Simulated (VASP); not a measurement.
# Gd (P6_3/mmc) in VASP: further runs

Runs on Gd. Level: LDA. Tasks: single point.

Everything below comes from runs of VASP 6.6.1. Logs are shortened: lines on timing, memory, paths and dates and some standing lists are left out, and cuts for length are marked.

**1. The cell of the first run**

It takes space group P6_3/mmc (No. 194, hexagonal). The conventional cell has a = 3.484 Å, b = 3.484 Å, c = 5.587 Å, α = 90.00°, β = 90.00°, γ = 120.00°. Within 4.5 Å of Gd (site symmetry -6m2) lie 12 Gd at 3.44 to 3.48 Å.

**2. Single point, LDA, collinear spin, ferromagnetic start**

Contents of INCAR:

```
ALGO = Normal
EDIFF = 1E-7
ENCUT = 520
GGA = CA
ISIF = 2
ISMEAR = 1
ISPIN = 2
LASPH = True
LCHARG = True
LELF = True
LMAXMIX = 6
LORBIT = 11
LREAL = False
LVHAR = True
LWAVE = False
MAGMOM = 7.214 7.214
NBANDS = 29
NELM = 150
PREC = Accurate
SIGMA = 0.03
```

Contents of KPOINTS:

```
k-points
0
Gamma
  10 10 6
```

Contents of POSCAR:

```
Gd
1.0
    3.4841536640      0.0000000000      0.0000000000
   -1.7420768320      3.0173655837      0.0000000000
    0.0000000000      0.0000000000      5.5867162136
Gd
2
Direct
    0.3333333333      0.6666666667      0.2500000000
    0.6666666667      0.3333333333      0.7500000000
```

Potentials or basis: VASP PAW PBE potentials, release 64 (Gd).

Launch:

```
$ cat potpaw_PBE.64/Gd/POTCAR > POTCAR
$ mpirun -np 1 vasp_std > vasp.out
```

OUTCAR:

```text
EDIFF = 1E-7
   ENCUT = 520
   GGA = CA
   ISIF = 2
   ISMEAR = 1
   ISPIN = 2
   LASPH = True
   LORBIT = 11
   LREAL = False
   NELM = 150
   PREC = Accurate

 ion  position               nearest neighbor table
   1  0.333  0.667  0.250-   2 3.44   2 3.44   2 3.44   2 3.44   2 3.44   2 3.44
   2  0.667  0.333  0.750-   1 3.44   1 3.44   1 3.44   1 3.44   1 3.44   1 3.44

  LATTYP: Found a hexagonal cell.
 ALAT       =     3.4841536640
 C/A-ratio  =     1.6034643567

  Lattice vectors:

 A1 = (   3.4841536640,   0.0000000000,   0.0000000000)
 A2 = (  -1.7420768320,   3.0173655837,   0.0000000000)
 A3 = (   0.0000000000,   0.0000000000,   5.5867162136)

Analysis of symmetry for initial positions (statically):
=====================================================================
 Subroutine PRICEL returns:
 Original cell was already a primitive cell.

 Routine SETGRP: Setting up the symmetry group for a
 hexagonal supercell.

 Subroutine GETGRP returns: Found 24 space group operations
 (whereof 12 operations were pure point group operations)
 out of a pool of 24 trial point group operations.

The static configuration has the point symmetry D_3d.
 The point group associated with its full space group is D_6h.

Analysis of symmetry for dynamics (positions and initial velocities):
=====================================================================
 Subroutine PRICEL returns:
 Original cell was already a primitive cell.

 Routine SETGRP: Setting up the symmetry group for a
 hexagonal supercell.

 Subroutine GETGRP returns: Found 24 space group operations
 (whereof 12 operations were pure point group operations)
 out of a pool of 24 trial point group operations.

The dynamic configuration has the point symmetry D_3d.
 The point group associated with its full space group is D_6h.

Analysis of structural, dynamic, and magnetic symmetry:
=====================================================================
 Subroutine PRICEL returns:
 Original cell was already a primitive cell.

 Routine SETGRP: Setting up the symmetry group for a
 hexagonal supercell.

 Subroutine GETGRP returns: Found 24 space group operations
 (whereof 12 operations were pure point group operations)
 out of a pool of 24 trial point group operations.

The overall configuration has the point symmetry D_3d.
 The point group associated with its full space group is D_6h.

 Subroutine INISYM returns: Found 24 space group operations
 (whereof 12 operations are pure point group operations),
 and found     1 'primitive' translations

----------------------------------------------------------------------------------------

                                     Primitive cell

  volume of cell :      58.7330

  direct lattice vectors                    reciprocal lattice vectors
     3.484153664  0.000000000  0.000000000     0.287013748  0.165707464  0.000000000
    -1.742076832  3.017365584  0.000000000     0.000000000  0.331414929  0.000000000
     0.000000000  0.000000000  5.586716214     0.000000000  0.000000000  0.178996026

  length of vectors
     3.484153664  3.484153664  5.586716214     0.331414929  0.331414929  0.178996026

  position of ions in fractional coordinates (direct lattice)
     0.333333333  0.666666667  0.250000000
     0.666666667  0.333333333  0.750000000

  ion indices of the primitive-cell ions
   primitive index   ion index
                 1           1
                 2           2

----------------------------------------------------------------------------------------

 KPOINTS: k-points

Automatic generation of k-mesh.
 Grid dimensions read from file:
 generate k-points for:   10   10    6

 Generating k-lattice:

  Cartesian coordinates                     Fractional coordinates (reciprocal lattice)
     0.028701375  0.016570746  0.000000000     0.100000000  0.000000000  0.000000000
     0.000000000  0.033141493  0.000000000     0.000000000  0.100000000  0.000000000
     0.000000000  0.000000000  0.029832671     0.000000000  0.000000000  0.166666667

  Length of vectors
     0.033141493  0.033141493  0.029832671

  Shift w.r.t. Gamma in fractional coordinates (k-lattice)
     0.000000000  0.000000000  0.000000000

 Subroutine IBZKPT returns following result:
 ===========================================

 Found     56 irreducible k-points:

 Following reciprocal coordinates:
            Coordinates               Weight
  0.000000  0.000000  0.000000      1.000000
  0.100000  0.000000  0.000000      6.000000
  0.200000  0.000000  0.000000      6.000000
  0.300000  0.000000  0.000000      6.000000
  0.400000  0.000000  0.000000      6.000000
  0.500000  0.000000  0.000000      3.000000
[... 16 lines left out ...]
  0.300000  0.100000  0.166667     24.000000
  0.400000  0.100000  0.166667     24.000000
 [... further k-points ...]
   k-points           NKPTS =     56   k-points in BZ     NKDIM =     56   number of bands    NBANDS=     29
   number of dos      NEDOS =    301   number of ions     NIONS =      2
   total plane-waves  NPLWV =  32928
   dimension x,y,z NGX =    28 NGY =   28 NGZ =   42
   dimension x,y,z NGXF=    56 NGYF=   56 NGZF=   84
   ions per type =               2
   NGX,Y,Z   is equivalent  to a cutoff of  13.36, 13.36, 12.50 a.u.
   NGXF,Y,Z  is equivalent  to a cutoff of  26.72, 26.72, 25.00 a.u.
 SYSTEM =  unknown system
   PREC   = accura    normal or accurate (medium, high low for compatibility)
   ISTART =      0    job   : 0-new  1-cont  2-samecut
   ICHARG =      2    charge: 1-file 2-atom 10-const
   ISPIN  =      2    spin polarized calculation?
   LNONCOLLINEAR =      F non collinear calculations
   LSORBIT =      F    spin-orbit coupling
   LASPH  =      T    aspherical Exc in radial PAW
   ENCUT  =  520.0 eV  38.22 Ry    6.18 a.u.   6.48  6.48 10.39*2*pi/ulx,y,z
   NELM   =    150;   NELMIN=  2; NELMDL= -5     # of ELM steps
   EDIFF  = 0.1E-06   stopping-criterion for ELM
   LREAL  =      F    real-space projection
   EDIFFG = 0.1E-05   stopping-criterion for IOM
   NSW    =      0    number of steps for IOM
   IBRION =     -1    ionic relax: 0-MD 1-quasi-New 2-CG
   NFREE  =      0    steps in history (QN), initial steepest desc. (CG)
   ISIF   =      2    stress and relaxation
   ISYM   =      2    0-nonsym 1-usesym 2-fastsym
   POTIM  = 0.5000    time-step for ionic-motion
   TEBEG  =    0.0;   TEEND  =   0.0 temperature during run
   PSTRESS=    0.0 pullay stress
   NELECT =      36.0000    total number of electrons
   NUPDOWN=      -1.0000    fix difference up-down
   EMIN   =  10.00;   EMAX   =-10.00  energy-range for DOS
   EFERMI =   0.00;   METHOD = LEGACY
   ISMEAR =     1;   SIGMA  =   0.03  broadening in eV -4-tet -1-fermi 0-gaus
   EFERMI_NEDOS =   21; number of points for ismear=-14 and -15
   IALGO  =     38    algorithm
   IMIX   =      4    mixing-type and parameters
     AMIX     =   0.40;   BMIX     =  1.00
     AMIX_MAG =   1.60;   BMIX_MAG =  1.00
  volume/ion in A,a.u.               =      29.37       198.17
  Fermi-wavevector in a.u.,A,eV,Ry     =   1.390641  2.627931 26.312070  1.933883
  Thomas-Fermi vector in A             =   2.514557
   LORBIT       =     11    0 simple, 1 ext, 2 COOP (PROOUT), +10 PAW based schemes
   GGA     = CA    functional components
   LHFCALC =     F    Hartree Fock is set to
   AEXX    =    0.0000 exact exchange contribution
   IVDW    =     0    specifies the selected vdW correction
   LEPSILON=     F    determine dielectric tensor
   LRPA    =     F    only Hartree local field effects (RPA)
 spin polarized calculation
 Methfessel and Paxton  Order N= 1 SIGMA  =   0.03
  energy-cutoff  :      520.00
  volume of cell :       58.73
 maximum number of plane-waves:      1605
 NGX is ok and might be reduce to    28
   NGX = 13   NGY = 13   NGZ = 21

 number of electron      35.9999989 magnetization      14.6743460

 Free energy of the ion-electron system (eV)
  ---------------------------------------------------
  ext. energy  EPLUGINS =         0.00000000
  ---------------------------------------------------
  free energy    TOTEN  =       -23.33517839 eV

  energy without entropy =      -23.33503392  energy(sigma->0) =      -23.33513023

 E-fermi :   3.2189     XC(G=0): -10.7991

 val. band max:        3.2140166062   @ k =   0.4000   0.2000   0.0000
 cond. band min:       3.2214049676   @ k =   0.4000   0.2000   0.3333
 fundamental gap:      0.0073883614
 Fermi energy:         3.2188621370

 spin component 1

 k-point     1 :       0.0000    0.0000    0.0000
  band No.  band energies     occupation
      1     -41.3725      1.00000
      2     -41.2552      1.00000
      3     -19.5030      1.00000
      4     -18.6010      1.00000
      5     -18.6010      1.00000
      6     -18.4516      1.00000
[... 21 lines left out ...]
     28       4.9999      0.00000
     29       5.4454      0.00000
[... 705 lines left out ...]
 k-point    24 :       0.4000    0.1000    0.1667
  band No.  band energies     occupation
      1     -41.2635      1.00000
      2     -41.2300      1.00000
      3     -19.3760      1.00000
      4     -19.2174      1.00000
      5     -18.9708      1.00000
      6     -18.8380      1.00000
[... 21 lines left out ...]
     28       4.9646      0.00000
     29       5.3076      0.00000

 [... further k-points ...]

 spin component 2

 k-point     1 :       0.0000    0.0000    0.0000
  band No.  band energies     occupation
      1     -38.4920      1.00000
      2     -38.3478      1.00000
      3     -17.4828      1.00000
      4     -16.3963      1.00000
      5     -16.3963      1.00000
      6     -16.2215      1.00000
[... 21 lines left out ...]
     28       5.9500      0.00000
     29       6.4816      0.00000
[... 705 lines left out ...]
 k-point    24 :       0.4000    0.1000    0.1667
  band No.  band energies     occupation
      1     -38.3577      1.00000
      2     -38.3165      1.00000
      3     -17.3307      1.00000
      4     -17.1388      1.00000
      5     -16.8452      1.00000
      6     -16.6820      1.00000
[... 21 lines left out ...]
     28       5.9955      0.00000
     29       6.3051      0.00000

 [... further k-points ...]

------------------------ aborting loop because EDIFF is reached ----------------------------------------

  FORCE on cell =-STRESS in cart. coord.  units (eV):
  Direction    XX          YY          ZZ          XY          YZ          ZX
  --------------------------------------------------------------------------------------
  -------------------------------------------------------------------------------------
  Total       -0.0483566     -0.0483566      0.0406573      0.0000000     -0.0000000      0.0000000
  in kB       -1.3191216     -1.3191216      1.1090903      0.0000000     -0.0000000      0.0000000
  external PRESSURE =      -0.5097177 kB  Pullay stress =       0.0000000 kB

 VOLUME and BASIS-vectors are now :
 -----------------------------------------------------------------------------
  energy-cutoff  :      520.00
  volume of cell :       58.73
      direct lattice vectors                 reciprocal lattice vectors
     3.484153664  0.000000000  0.000000000     0.287013748  0.165707464  0.000000000
    -1.742076832  3.017365584  0.000000000     0.000000000  0.331414929  0.000000000
     0.000000000  0.000000000  5.586716214     0.000000000  0.000000000  0.178996026

 POSITION                                       TOTAL-FORCE (eV/Angst)
 -----------------------------------------------------------------------------------
     -0.00000      2.01158      1.39668         0.000000      0.000000      0.000000
      1.74208      1.00579      4.19004        -0.000000      0.000000      0.000000
 -----------------------------------------------------------------------------------
    total drift:                                0.000000     -0.000000      0.000000

  FREE ENERGIE OF THE ION-ELECTRON SYSTEM (eV)
  ---------------------------------------------------
  free  energy   TOTEN  =       -23.3351783916 eV

  energy  without entropy=      -23.3350339210  energy(sigma->0) =      -23.33513023

 total charge

# of ion       s       p       d       f       tot
--------------------------------------------------
    1        2.080   5.521   0.638   7.013  15.252
    2        2.080   5.521   0.638   7.013  15.252
--------------------------------------------------
tot          4.159  11.042   1.277  14.025  30.503

 magnetization (x)

# of ion       s       p       d       f       tot
--------------------------------------------------
    1        0.006  -0.036   0.166   6.764   6.900
    2        0.006  -0.036   0.166   6.764   6.900
--------------------------------------------------
tot          0.012  -0.072   0.332  13.527  13.800
```

It took 20 min on 1 thread of Intel Xeon 8259CL, shared host; peak memory 0.29 GiB.

What came out:

```yaml
Free_energy: -23.3352 eV
Pressure: -0.1 GPa
Net_moment: 14.67 μB per cell
Site_moments: Gd +6.90 μB
Valence_electrons_inside_the_program's_atomic_spheres: Gd 15.25
```

Stress tensor (GPa, compression positive):
```
-0.13  0.00  0.00
 0.00 -0.13  0.00
 0.00  0.00  0.11
```

Levels at points of the mesh, in eV from the Fermi level:
Spin up:
| k point | band 23 | band 24 | band 25 | band 26 | band 27 | band 28 |
| --- | --- | --- | --- | --- | --- | --- |
| (0.00, 0.00, 0.00) | -4.15 | -2.51 | 1.51 | 1.51 | 1.65 | 1.78 |
| (0.50, 0.00, 0.00) | -1.99 | -1.92 | -1.41 | 0.51 | 1.23 | 1.45 |
| (0.00, 0.00, 0.50) | -3.39 | -3.39 | 0.71 | 0.71 | 1.42 | 1.42 |
| (0.50, 0.00, 0.50) | -2.25 | -2.25 | -0.41 | -0.41 | 2.22 | 2.22 |
Spin down:
```
           k point  band 8  band 9  band 10  band 11  band 12  band 13
(0.00, 0.00, 0.00)  -19.41   -4.34    -1.78     0.29     0.34     0.41
(0.50, 0.00, 0.00)  -19.58   -1.24    -1.22    -0.80     0.34     0.43
(0.00, 0.00, 0.50)  -19.53   -2.64    -2.64     0.18     0.18     0.45
(0.50, 0.00, 0.50)  -19.74   -1.59    -1.59     0.03     0.03     0.47
```

Caveat: the PAW data sets were made with another functional, which shifts forces and pressure a little; spin-orbit coupling is left out, which moves the levels of the heavy elements; semilocal functionals describe open f shells poorly, which spoils levels, moments and volumes. The state reached can hang on the start; a lower one may exist.

(Continued in part 2 of 2.)
